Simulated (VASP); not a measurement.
# FeCo (Pm-3m) in VASP: single point with PBE

Aim: the single point of FeCo with PBE.

Everything below comes from runs of VASP 6.6.1. Logs are shortened: lines on timing, memory, paths and dates and some standing lists are left out, and cuts for length are marked.

### Step 1. The cell of the first run

The structure is cubic, space group Pm-3m (No. 221). Conventional cell: a = 2.858 Å, b = 2.858 Å, c = 2.858 Å, α = 90.00°, β = 90.00°, γ = 90.00°. Co (site symmetry m-3m) has 8 Fe at 2.47 Å and 6 Co at 2.86 Å within 3.3 Å. Fe (site symmetry m-3m) has 8 Co at 2.47 Å and 6 Fe at 2.86 Å within 3.3 Å.

### Step 2. Single point, PBE

The input, INCAR:

```
SYSTEM = FeCo
PREC     = Accurate       ! precision mode
ENCUT    = 600            ! plane-wave cutoff, eV
EDIFF    = 1E-6           ! SCF threshold, eV
ISMEAR   = -1             ! smearing method
SIGMA    = 0.1            ! smearing width, eV
LREAL    = .FALSE.        ! projectors in reciprocal space
LASPH    = .TRUE.         ! aspherical terms in the spheres
NELM     = 120            ! most SCF steps
ALGO     = Normal         ! electronic algorithm
ISIF     = 2              ! what is computed and relaxed
LWAVE    = .FALSE.        ! write WAVECAR
LCHARG   = .FALSE.        ! write CHGCAR
GGA      = PE             ! functional
NBANDS   = 16             ! bands
GGA_COMPAT= .FALSE.
```

The input, KPOINTS:

```
Automatic mesh
0
G
  12 12 12
  0 0 0
```

The input, POSCAR:

```
FeCo
1.0
    2.8578720000      0.0000000000      0.0000000000
    0.0000000000      2.8578720000      0.0000000000
    0.0000000000      0.0000000000      2.8578720000
Co Fe
1 1
Direct
    0.0000000000      0.0000000000      0.0000000000
    0.5000000000      0.5000000000      0.5000000000
```

Potentials or basis: VASP PAW PBE potentials, release 64 (Co, Fe).

Command:

```
> cat potpaw_PBE.64/Co/POTCAR potpaw_PBE.64/Fe/POTCAR > POTCAR
> mpirun -np 1 vasp_std > vasp.out
```

OUTCAR:

```text
SYSTEM = FeCo
   PREC = Accurate
   ENCUT = 600
   EDIFF = 1E-6
   ISMEAR = -1
   LREAL = .FALSE.
   LASPH = .TRUE.
   NELM = 120
   ISIF = 2
   GGA = PE

 ion  position               nearest neighbor table
   1  0.000  0.000  0.000-   2 2.47   2 2.47   2 2.47   2 2.47   2 2.47   2 2.47   2 2.47   2 2.47

   2  0.500  0.500  0.500-   1 2.47   1 2.47   1 2.47   1 2.47   1 2.47   1 2.47   1 2.47   1 2.47

  LATTYP: Found a simple cubic cell.
 ALAT       =     2.8578720000

  Lattice vectors:

 A1 = (   2.8578720000,   0.0000000000,   0.0000000000)
 A2 = (   0.0000000000,   2.8578720000,   0.0000000000)
 A3 = (   0.0000000000,   0.0000000000,   2.8578720000)

Analysis of symmetry for initial positions (statically):
=====================================================================
 Subroutine PRICEL returns:
 Original cell was already a primitive cell.

 Routine SETGRP: Setting up the symmetry group for a
 simple cubic supercell.

 Subroutine GETGRP returns: Found 48 space group operations
 (whereof 48 operations were pure point group operations)
 out of a pool of 48 trial point group operations.

The static configuration has the point symmetry O_h .

Analysis of symmetry for dynamics (positions and initial velocities):
=====================================================================
 Subroutine PRICEL returns:
 Original cell was already a primitive cell.

 Routine SETGRP: Setting up the symmetry group for a
 simple cubic supercell.

 Subroutine GETGRP returns: Found 48 space group operations
 (whereof 48 operations were pure point group operations)
 out of a pool of 48 trial point group operations.

The dynamic configuration has the point symmetry O_h .

 Subroutine INISYM returns: Found 48 space group operations
 (whereof 48 operations are pure point group operations),
 and found     1 'primitive' translations

----------------------------------------------------------------------------------------

                                     Primitive cell

  volume of cell :      23.3415

  direct lattice vectors                    reciprocal lattice vectors
     2.857872000  0.000000000  0.000000000     0.349910703  0.000000000  0.000000000
     0.000000000  2.857872000  0.000000000     0.000000000  0.349910703  0.000000000
     0.000000000  0.000000000  2.857872000     0.000000000  0.000000000  0.349910703

  length of vectors
     2.857872000  2.857872000  2.857872000     0.349910703  0.349910703  0.349910703

  position of ions in fractional coordinates (direct lattice)
     0.000000000  0.000000000  0.000000000
     0.500000000  0.500000000  0.500000000

[... 77 lines left out ...]
   LREAL  =      F    real-space projection
   EDIFFG = 0.1E-04   stopping-criterion for IOM
   NSW    =      0    number of steps for IOM
   IBRION =     -1    ionic relax: 0-MD 1-quasi-New 2-CG
   NFREE  =      0    steps in history (QN), initial steepest desc. (CG)
   ISIF   =      2    stress and relaxation
   ISYM   =      2    0-nonsym 1-usesym 2-fastsym
   POTIM  = 0.5000    time-step for ionic-motion
   TEBEG  =    0.0;   TEEND  =   0.0 temperature during run
   PSTRESS=    0.0 pullay stress
   NELECT =      17.0000    total number of electrons
   NUPDOWN=      -1.0000    fix difference up-down
   EMIN   =  10.00;   EMAX   =-10.00  energy-range for DOS
   EFERMI =   0.00;   METHOD = LEGACY
   ISMEAR =    -1;   SIGMA  =   0.10  broadening in eV -4-tet -1-fermi 0-gaus
   EFERMI_NEDOS =   21; number of points for ismear=-14 and -15
   IALGO  =     38    algorithm
   IMIX   =      4    mixing-type and parameters
     AMIX     =   0.40;   BMIX     =  1.00
     AMIX_MAG =   1.60;   BMIX_MAG =  1.00
  volume/ion in A,a.u.               =      11.67        78.76
  Fermi-wavevector in a.u.,A,eV,Ry     =   1.472929  2.783431 29.518094  2.169519
  Thomas-Fermi vector in A             =   2.587884
   LORBIT       =      0    0 simple, 1 ext, 2 COOP (PROOUT), +10 PAW based schemes
   GGA     = PE    functional components
   LHFCALC =     F    Hartree Fock is set to
   AEXX    =    0.0000 exact exchange contribution
   IVDW    =     0    specifies the selected vdW correction
   LEPSILON=     F    determine dielectric tensor
   LRPA    =     F    only Hartree local field effects (RPA)
 non-spin polarized calculation
  energy-cutoff  :      600.00
  volume of cell :       23.34
 maximum number of plane-waves:       804
 NGX is ok and might be reduce to    24
   NGX = 11   NGY = 11   NGZ = 11

 number of electron      16.9999995 magnetization

 Free energy of the ion-electron system (eV)
  ---------------------------------------------------
  ext. energy  EPLUGINS =         0.00000000
  ---------------------------------------------------
  free energy    TOTEN  =       -14.28353049 eV

  energy without entropy =      -14.04115728  energy(sigma->0) =      -14.16234388

 E-fermi :   7.3103     XC(G=0): -13.0015

 val. band max:        7.3084464508   @ k =   0.5000   0.5000   0.1667
 cond. band min:       7.3110407272   @ k =   0.3333   0.2500   0.0833
 fundamental gap:      0.0025942764
 Fermi energy:         7.3102504158

 k-point     1 :       0.0000    0.0000    0.0000
  band No.  band energies     occupation
      1      -0.9519      2.00000
      2       3.4893      2.00000
      3       3.4893      2.00000
      4       5.7419      2.00000
      5       5.7419      2.00000
      6       5.7419      2.00000
[... 433 lines left out ...]
      3       4.8982      2.00000
      4       5.0961      2.00000
      5       5.7155      2.00000
      6       6.1206      1.99999
[... 8 lines left out ...]
     15      24.3499      0.00000
     16      25.1104      0.00000

 [... further k-points ...]

------------------------ aborting loop because EDIFF is reached ----------------------------------------

  FORCE on cell =-STRESS in cart. coord.  units (eV):
  Direction    XX          YY          ZZ          XY          YZ          ZX
  --------------------------------------------------------------------------------------
  -------------------------------------------------------------------------------------
  Total       -2.9086166     -2.9086166     -2.9086166     -0.0000000     -0.0000000      0.0000000
  in kB     -199.6497393   -199.6497393   -199.6497393     -0.0000000     -0.0000000      0.0000000
  external PRESSURE =    -199.6497393 kB  Pullay stress =       0.0000000 kB

 VOLUME and BASIS-vectors are now :
 -----------------------------------------------------------------------------
  energy-cutoff  :      600.00
  volume of cell :       23.34
      direct lattice vectors                 reciprocal lattice vectors
     2.857872000  0.000000000  0.000000000     0.349910703  0.000000000  0.000000000
     0.000000000  2.857872000  0.000000000     0.000000000  0.349910703  0.000000000
     0.000000000  0.000000000  2.857872000     0.000000000  0.000000000  0.349910703

 POSITION                                       TOTAL-FORCE (eV/Angst)
 -----------------------------------------------------------------------------------
      0.00000      0.00000      0.00000         0.000000      0.000000      0.000000
      1.42894      1.42894      1.42894         0.000000      0.000000      0.000000
 -----------------------------------------------------------------------------------
    total drift:                                0.000000      0.000000     -0.000000

  FREE ENERGIE OF THE ION-ELECTRON SYSTEM (eV)
  ---------------------------------------------------
  free  energy   TOTEN  =       -14.2835304894 eV

  energy  without entropy=      -14.0411572762  energy(sigma->0) =      -14.16234388
```

OSZICAR:

```text
N       E                     dE             d eps       ncg     rms          rms(c)
DAV:   1     0.811005374965E+02    0.81101E+02   -0.79083E+03  2752   0.145E+03
DAV:   2    -0.146329951578E+02   -0.95734E+02   -0.86892E+02  2704   0.241E+02
DAV:   3    -0.170025654719E+02   -0.23696E+01   -0.22710E+01  3168   0.528E+01
DAV:   4    -0.170379851664E+02   -0.35420E-01   -0.35388E-01  3784   0.493E+00
DAV:   5    -0.170383309458E+02   -0.34578E-03   -0.34569E-03  3376   0.441E-01    0.145E+01
DAV:   6    -0.170131476429E+02    0.25183E-01   -0.16191E+01  2808   0.849E+01    0.247E+01
DAV:   7    -0.186219065762E+02   -0.16088E+01   -0.14105E+01  3384   0.110E+02    0.236E+01
DAV:   8    -0.143936473630E+02    0.42283E+01   -0.25665E+00  3480   0.524E+01    0.480E+00
DAV:   9    -0.142926414909E+02    0.10101E+00   -0.31649E-01  3888   0.105E+01    0.109E+00
DAV:  10    -0.142874726115E+02    0.51689E-02   -0.28484E-02  3640   0.310E+00    0.832E-01
DAV:  11    -0.142835701037E+02    0.39025E-02   -0.33391E-03  4176   0.143E+00    0.203E-01
DAV:  12    -0.142836024716E+02   -0.32368E-04   -0.47364E-04  4136   0.509E-01    0.140E-01
DAV:  13    -0.142835396425E+02    0.62829E-04   -0.40594E-05  4016   0.155E-01    0.477E-02
DAV:  14    -0.142835303852E+02    0.92574E-05   -0.14157E-05  3888   0.103E-01    0.131E-02
DAV:  15    -0.142835304894E+02   -0.10425E-06   -0.12000E-06  1456   0.213E-02
   1 F= -.14283530E+02 E0= -.14162344E+02  d E =-.242373E+00
```

Wall time 26 s (1 thread of Intel Xeon Platinum 8259CL at 2.50GHz (Skylake/Cascade Lake), shared host); peak memory 0.16 GiB.

Results:

- Free energy: -14.2835 eV
- Pressure: -20.0 GPa

Caveat: the run has no spin polarisation, though such a crystal can be magnetic. Spin polarisation is off, so any magnetic state and its effect on volume and gap are missing.
